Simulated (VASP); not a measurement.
# MgO (Immm) in VASP: further runs

Runs on MgO. Level: PBE. Tasks: single point.

All numbers are computed with VASP 6.6.1; they aren't measurements. Logs are shortened: lines on timing, memory, paths and dates and some standing lists are left out, and cuts for length are marked.

### 1 The cell of the first run

It takes space group Immm (No. 71, orthorhombic). The conventional cell has a = 2.967 Å, b = 2.997 Å, c = 4.217 Å, α = 90.00°, β = 90.00°, γ = 90.00°. Within 2.8 Å of Mg (site symmetry mmm) lie 6 O at 2.11 Å. O (site symmetry mmm) has 6 Mg at 2.11 Å within 2.8 Å.

### 2 Single point, PBE

Input file INCAR:

```
PREC = Accurate
ENCUT = 840
EDIFF = 1E-6
ISMEAR = -1
SIGMA = 0.02
LREAL = F
LASPH = T
NELM = 120
ALGO = Normal
ISIF = 2
LWAVE = F
LCHARG = F
GGA = PE
NBANDS = 15
GGA_COMPAT = F
```

Input file KPOINTS:

```
Automatic mesh
0
Gamma
  8 8 8
```

Input file POSCAR:

```
MgO
1.0
    0.0105425000      2.1085000000      2.1085000000
    2.1085000000      0.0105425000      2.1085000000
    2.1190425000      2.1190425000      0.0000000000
Mg O
1 1
Direct
    0.0000000000      0.0000000000      0.0000000000
    0.5000000000      0.5000000000      0.5000000000
```

Potentials or basis: VASP PAW PBE potentials, release 64 (Mg_sv, O).

The run is started by

```bash
> cat potpaw_PBE.64/Mg_sv/POTCAR potpaw_PBE.64/O/POTCAR > POTCAR
> mpirun -np 1 vasp_std > vasp.out
```

OUTCAR:

```text
PREC = Accurate
   ENCUT = 840
   EDIFF = 1E-6
   ISMEAR = -1
   LREAL = F
   LASPH = T
   NELM = 120
   ISIF = 2
   GGA = PE

 ion  position               nearest neighbor table
   1  0.000  0.000  0.000-   2 2.11   2 2.11   2 2.11   2 2.11   2 2.11   2 2.11
   2  0.500  0.500  0.500-   1 2.11   1 2.11   1 2.11   1 2.11   1 2.11   1 2.11

  LATTYP: Found a body centered orthorhombic cell.
 ALAT       =     2.9669599498
 B/A-ratio  =     1.0100502513
 C/A-ratio  =     1.4213201632

  Lattice vectors:

 A1 = (   2.1085000000,   0.0105425000,  -2.1085000000)
 A2 = (  -2.1085000000,  -0.0105425000,  -2.1085000000)
 A3 = (   0.0105425000,   2.1085000000,   2.1085000000)

Analysis of symmetry for initial positions (statically):
=====================================================================
 Subroutine PRICEL returns:
 Original cell was already a primitive cell.

 Routine SETGRP: Setting up the symmetry group for a
 body centered orthorhombic supercell.

 Subroutine GETGRP returns: Found  8 space group operations
 (whereof  8 operations were pure point group operations)
 out of a pool of  8 trial point group operations.

The static configuration has the point symmetry D_2h.

Analysis of symmetry for dynamics (positions and initial velocities):
=====================================================================
 Subroutine PRICEL returns:
 Original cell was already a primitive cell.

 Routine SETGRP: Setting up the symmetry group for a
 body centered orthorhombic supercell.

 Subroutine GETGRP returns: Found  8 space group operations
 (whereof  8 operations were pure point group operations)
 out of a pool of  8 trial point group operations.

The dynamic configuration has the point symmetry D_2h.

 Subroutine INISYM returns: Found  8 space group operations
 (whereof  8 operations are pure point group operations),
 and found     1 'primitive' translations

----------------------------------------------------------------------------------------

                                     Primitive cell

  volume of cell :      18.7474

  direct lattice vectors                    reciprocal lattice vectors
     0.010542500  2.108500000  2.108500000    -0.238327040  0.238327040  0.237135404
     2.108500000  0.010542500  2.108500000     0.238327040 -0.238327040  0.237135404
     2.119042500  2.119042500  0.000000000     0.235955626  0.235955626 -0.237135404

  length of vectors
     2.981887933  2.981887933  2.996778643     0.412107699  0.412107699  0.409369411

  position of ions in fractional coordinates (direct lattice)
     0.000000000  0.000000000  0.000000000
     0.500000000  0.500000000  0.500000000

  ion indices of the primitive-cell ions
   primitive index   ion index
                 1           1
                 2           2

----------------------------------------------------------------------------------------

 KPOINTS: Automatic mesh

Automatic generation of k-mesh.
 Grid dimensions read from file:
 generate k-points for:    8    8    8

 Generating k-lattice:

  Cartesian coordinates                     Fractional coordinates (reciprocal lattice)
    -0.029790880  0.029790880  0.029641926     0.125000000 -0.000000000  0.000000000
     0.029790880 -0.029790880  0.029641926    -0.000000000  0.125000000  0.000000000
     0.029494453  0.029494453 -0.029641926     0.000000000  0.000000000  0.125000000

  Length of vectors
     0.051513462  0.051513462  0.051171176

  Shift w.r.t. Gamma in fractional coordinates (k-lattice)
     0.000000000  0.000000000  0.000000000

 Subroutine IBZKPT returns following result:
 ===========================================

 Found     95 irreducible k-points:

 Following reciprocal coordinates:
            Coordinates               Weight
  0.000000  0.000000  0.000000      1.000000
  0.125000  0.000000  0.000000      4.000000
  0.250000  0.000000  0.000000      4.000000
  0.375000  0.000000  0.000000      4.000000
  0.500000  0.000000  0.000000      2.000000
  0.125000  0.125000  0.000000      2.000000
[... 16 lines left out ...]
  0.125000 -0.000000  0.125000      4.000000
  0.250000  0.000000  0.125000      8.000000
 [... further k-points ...]
   k-points           NKPTS =     95   k-points in BZ     NKDIM =     95   number of bands    NBANDS=     15
   number of dos      NEDOS =    301   number of ions     NIONS =      2
   total plane-waves  NPLWV =  21952
   dimension x,y,z NGX =    28 NGY =   28 NGZ =   28
   dimension x,y,z NGXF=    56 NGYF=   56 NGZF=   56
   ions per type =               1   1
   NGX,Y,Z   is equivalent  to a cutoff of  15.61, 15.61, 15.53 a.u.
   NGXF,Y,Z  is equivalent  to a cutoff of  31.22, 31.22, 31.07 a.u.
 SYSTEM =  unknown system
   PREC   = accura    normal or accurate (medium, high low for compatibility)
   ISTART =      0    job   : 0-new  1-cont  2-samecut
   ICHARG =      2    charge: 1-file 2-atom 10-const
   ISPIN  =      1    spin polarized calculation?
   LNONCOLLINEAR =      F non collinear calculations
   LSORBIT =      F    spin-orbit coupling
   LASPH  =      T    aspherical Exc in radial PAW
   ENCUT  =  840.0 eV  61.74 Ry    7.86 a.u.   7.05  7.05  7.08*2*pi/ulx,y,z
   NELM   =    120;   NELMIN=  2; NELMDL= -5     # of ELM steps
   EDIFF  = 0.1E-05   stopping-criterion for ELM
   LREAL  =      F    real-space projection
   EDIFFG = 0.1E-04   stopping-criterion for IOM
   NSW    =      0    number of steps for IOM
   IBRION =     -1    ionic relax: 0-MD 1-quasi-New 2-CG
   NFREE  =      0    steps in history (QN), initial steepest desc. (CG)
   ISIF   =      2    stress and relaxation
   ISYM   =      2    0-nonsym 1-usesym 2-fastsym
   POTIM  = 0.5000    time-step for ionic-motion
   TEBEG  =    0.0;   TEEND  =   0.0 temperature during run
   PSTRESS=    0.0 pullay stress
   NELECT =      16.0000    total number of electrons
   NUPDOWN=      -1.0000    fix difference up-down
   EMIN   =  10.00;   EMAX   =-10.00  energy-range for DOS
   EFERMI =   0.00;   METHOD = LEGACY
   ISMEAR =    -1;   SIGMA  =   0.02  broadening in eV -4-tet -1-fermi 0-gaus
   EFERMI_NEDOS =   21; number of points for ismear=-14 and -15
   IALGO  =     38    algorithm
   IMIX   =      4    mixing-type and parameters
     AMIX     =   0.40;   BMIX     =  1.00
     AMIX_MAG =   1.60;   BMIX_MAG =  1.00
  volume/ion in A,a.u.               =       9.37        63.26
  Fermi-wavevector in a.u.,A,eV,Ry     =   1.552869  2.934497 32.809121  2.411402
  Thomas-Fermi vector in A             =   2.657182
   LORBIT       =      0    0 simple, 1 ext, 2 COOP (PROOUT), +10 PAW based schemes
   GGA     = PE    functional components
   LHFCALC =     F    Hartree Fock is set to
   AEXX    =    0.0000 exact exchange contribution
   IVDW    =     0    specifies the selected vdW correction
   LEPSILON=     F    determine dielectric tensor
   LRPA    =     F    only Hartree local field effects (RPA)
 non-spin polarized calculation
  energy-cutoff  :      840.00
  volume of cell :       18.75
 maximum number of plane-waves:      1052
   NGX = 15   NGY = 15   NGZ = 15

 number of electron      15.9999995 magnetization

 Free energy of the ion-electron system (eV)
  ---------------------------------------------------
  ext. energy  EPLUGINS =         0.00000000
  ---------------------------------------------------
  free energy    TOTEN  =       -11.87595232 eV

  energy without entropy =      -11.87595232  energy(sigma->0) =      -11.87595232

 E-fermi :   3.4762     XC(G=0): -11.3736

 val. band max:        2.9282996154   @ k =   0.0000   0.0000   0.0000
 cond. band min:       7.5953955008   @ k =   0.0000   0.0000   0.0000
 fundamental gap:      4.6670958854
 Fermi energy:         3.4761777062

 k-point     1 :       0.0000    0.0000    0.0000
  band No.  band energies     occupation
      1     -69.3900      2.00000
      2     -36.1171      2.00000
      3     -36.1153      2.00000
      4     -36.1135      2.00000
      5     -14.3400      2.00000
      6       2.8536      2.00000
      7       2.8903      2.00000
      8       2.9283      2.00000
      9       7.5954      0.00000
     10      18.5318      0.00000
     11      18.6781      0.00000
     12      18.8230      0.00000
     13      22.5784      0.00000
     14      24.3577      0.00000
     15      24.3594      0.00000

 k-point     2 :       0.1250    0.0000    0.0000
  band No.  band energies     occupation
      1     -69.3888      2.00000
      2     -36.1294      2.00000
      3     -36.1172      2.00000
      4     -36.1147      2.00000
      5     -14.1719      2.00000
      6       1.9633      2.00000
      7       2.7502      2.00000
      8       2.7981      2.00000
      9       8.5090      0.00000
     10      17.0522      0.00000
     11      18.8947      0.00000
     12      19.0793      0.00000
     13      23.3505      0.00000
     14      23.4091      0.00000
     15      24.7364      0.00000

 k-point     3 :       0.2500    0.0000    0.0000
  band No.  band energies     occupation
      1     -69.3858      2.00000
      2     -36.1602      2.00000
      3     -36.1206      2.00000
      4     -36.1178      2.00000
      5     -13.7362      2.00000
      6       0.2653      2.00000
      7       2.5119      2.00000
      8       2.5559      2.00000
      9       9.9487      0.00000
     10      15.4877      0.00000
     11      19.4048      0.00000
     12      19.5378      0.00000
     13      22.9159      0.00000
     14      23.0664      0.00000
     15      24.8499      0.00000

 k-point     4 :       0.3750    0.0000    0.0000
  band No.  band energies     occupation
      1     -69.3828      2.00000
      2     -36.1906      2.00000
      3     -36.1239      2.00000
      4     -36.1209      2.00000
      5     -13.2468      2.00000
      6      -1.1372      2.00000
      7       2.2877      2.00000
      8       2.3282      2.00000
      9      10.6504      0.00000
     10      15.2920      0.00000
     11      19.2381      0.00000
     12      19.3383      0.00000
     13      24.0561      0.00000
     14      24.2071      0.00000
     15      24.4177      0.00000
[... 307 lines left out ...]
 k-point    22 :       0.0000    0.0000    0.1250
  band No.  band energies     occupation
      1     -69.3887      2.00000
      2     -36.1266      2.00000
      3     -36.1185      2.00000
      4     -36.1157      2.00000
      5     -14.1748      2.00000
      6       1.9163      2.00000
      7       2.7779      2.00000
      8       2.8264      2.00000
      9       8.5086      0.00000
     10      16.9437      0.00000
     11      18.9925      0.00000
     12      19.1750      0.00000
     13      23.3811      0.00000
     14      23.4439      0.00000
     15      24.7463      0.00000

 k-point    23 :       0.1250   -0.0000    0.1250
  band No.  band energies     occupation
      1     -69.3883      2.00000
      2     -36.1277      2.00000
      3     -36.1194      2.00000
      4     -36.1188      2.00000
      5     -14.1211      2.00000
      6       1.8579      2.00000
      7       2.6604      2.00000
      8       2.6620      2.00000
      9       8.8047      0.00000
     10      16.4934      0.00000
     11      19.1915      0.00000
     12      19.1928      0.00000
     13      21.7145      0.00000
     14      24.8366      0.00000
     15      25.8057      0.00000

 k-point    24 :       0.2500    0.0000    0.1250
  band No.  band energies     occupation
      1     -69.3859      2.00000
      2     -36.1514      2.00000
      3     -36.1240      2.00000
      4     -36.1203      2.00000
      5     -13.7817      2.00000
      6       0.6471      2.00000
      7       2.3871      2.00000
      8       2.4179      2.00000
      9      10.0963      0.00000
     10      15.1706      0.00000
     11      19.1882      0.00000
     12      19.6927      0.00000
     13      20.8930      0.00000
     14      24.7649      0.00000
     15      26.8216      0.00000

 [... further k-points ...]
[... 5 lines left out ...]
  --------------------------------------------------------------------------------------
  -------------------------------------------------------------------------------------
  Total        0.4915874      0.4915874      0.4890181     -0.1697751      0.0000000      0.0000000
  in kB       42.0118083     42.0118083     41.7922304    -14.5092412      0.0000000      0.0000000
  external PRESSURE =      41.9386157 kB  Pullay stress =       0.0000000 kB

 VOLUME and BASIS-vectors are now :
 -----------------------------------------------------------------------------
  energy-cutoff  :      840.00
  volume of cell :       18.75
      direct lattice vectors                 reciprocal lattice vectors
     0.010542500  2.108500000  2.108500000    -0.238327040  0.238327040  0.237135404
     2.108500000  0.010542500  2.108500000     0.238327040 -0.238327040  0.237135404
     2.119042500  2.119042500  0.000000000     0.235955626  0.235955626 -0.237135404

 POSITION                                       TOTAL-FORCE (eV/Angst)
 -----------------------------------------------------------------------------------
      0.00000      0.00000      0.00000        -0.000000      0.000000     -0.000000
      2.11904      2.11904      2.10850         0.000000     -0.000000      0.000000
 -----------------------------------------------------------------------------------
    total drift:                                0.000000      0.000000      0.000000

  FREE ENERGIE OF THE ION-ELECTRON SYSTEM (eV)
  ---------------------------------------------------
  free  energy   TOTEN  =       -11.8759523243 eV

  energy  without entropy=      -11.8759523243  energy(sigma->0) =      -11.87595232
```

Wall time 36 s (1 thread of Intel Xeon Platinum 8259CL at 2.50GHz (Skylake/Cascade Lake), shared host); peak memory 0.19 GiB.

What came out:

| Property | Result |
| --- | --- |
| Free energy | -11.8760 eV |
| Pressure | 4.2 GPa |
| Band gap on the k mesh | 4.67 eV |

Stress tensor (GPa, compression positive):
```
 4.20 -1.45  0.00
-1.45  4.20  0.00
 0.00  0.00  4.18
```

Caveat: the cell stands under pressure. Expect the measured gap to be larger: semilocal functionals such as PBE lack the derivative discontinuity.

(Continued in part 2 of 2.)
